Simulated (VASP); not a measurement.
**Fe: relaxation of cell and atoms with LDA**

Fe:

```xyz
2
Lattice="2.2615 0.0000 0.0000 -1.1307 1.9585 0.0000 0.0000 0.0000 3.6636" Properties=species:S:1:pos:R:3 pbc="T T T"
Fe    0.0000    1.3057    0.9159
Fe    1.1307    0.6528    2.7477
```

This isn't the form of Fe at room conditions, which is bcc.

```json
{
  "Program": "VASP 6.6.1",
  "Task": "relaxation of cell and atoms",
  "Functional": "LDA",
  "Potentials or basis": "VASP PAW LDA potentials, release 64 (Fe)",
  "Cutoff": "600 eV",
  "k mesh": "19 × 19 × 11",
  "Occupations": "fermi-dirac, width 0.05 eV",
  "Spin": "collinear spin, ferromagnetic start",
  "Starting moments": "[2.5, 2.5] μB",
  "Target pressure": "110 GPa",
  "Dipole correction": "no",
  "Further INCAR settings": "ALGO = Normal; EDIFF = 1e-06; IBRION = 2; EDIFFG = -0.005; NSW = 60; ISIF = 3"
}
```

```yaml
Relaxed_volume: 7.81 Å³/atom
Relaxed_cell: a = 2.249 Å, b = 2.249 Å, c = 3.567 Å, α = 90.00°, β = 90.00°, γ = 120.00°
Space_group_after_relaxing_to_0.1_Å: P6_3/mmc (No. 194)
Energy_change_on_relaxing_the_run_minimises_the_enthalpy: +173.6 meV/atom
Ionic_steps: 9
Pressure_after_relaxing: 110.0 GPa
Band_gap_on_the_k_mesh: zero (filled and empty bands overlap)
Net_moment: 0.00 μB per cell
```

The path:
```
step  energy change (eV)  largest force (eV/Å)  pressure (GPa)  volume (Å³)
   1              0.0000                0.0000           81.70        16.23
   2              3.4937                0.0000          309.27        13.08
   3              0.3348                0.0000          108.57        15.65
   4              0.3679                0.0000          111.12        15.60
   5              0.3764                0.0000          111.76        15.58
   6              0.3369                0.0000          109.34        15.64
   7              0.3512                0.0000          110.16        15.61
   8              0.3424                0.0000          109.61        15.63
   9              0.3472                0.0000          109.97        15.62
```

Final structure:
```yaml
crystal:
  lattice:
    - [2.24857, 0.00000, 0.00000]
    - [-1.12429, 1.94732, 0.00000]
    - [0.00000, 0.00000, 3.56736]
  atoms:
    - { symbol: Fe, position: [0.33333, 0.66667, 0.25000] }
    - { symbol: Fe, position: [0.66667, 0.33333, 0.75000] }
```

Levels at points of the mesh, in eV from the Fermi level:
Spin up:
```
           k point  band 5  band 6  band 7  band 8  band 9  band 10  band 11  band 12
(0.00, 0.00, 0.00)   -2.31   -1.78   -1.78   -1.23   -1.23     0.84     1.05     1.05
```
Spin down:
| k point | band 4 | band 5 | band 6 | band 7 | band 8 | band 9 | band 10 | band 11 | band 12 | band 13 |
| --- | --- | --- | --- | --- | --- | --- | --- | --- | --- | --- |
| (0.00, 0.00, 0.00) | -2.48 | -2.31 | -1.78 | -1.78 | -1.23 | -1.23 | 0.84 | 1.05 | 1.05 | 11.89 |

It took 9.5 min on 1 thread of Intel(R) Xeon(R) 6975P-C (Granite Rapids) (shared host), peak memory 0.23 GiB.

Caveat: the cell is relaxed towards a set pressure, so the run minimises the enthalpy, not the energy; the moments typed at the start vanished in this run.
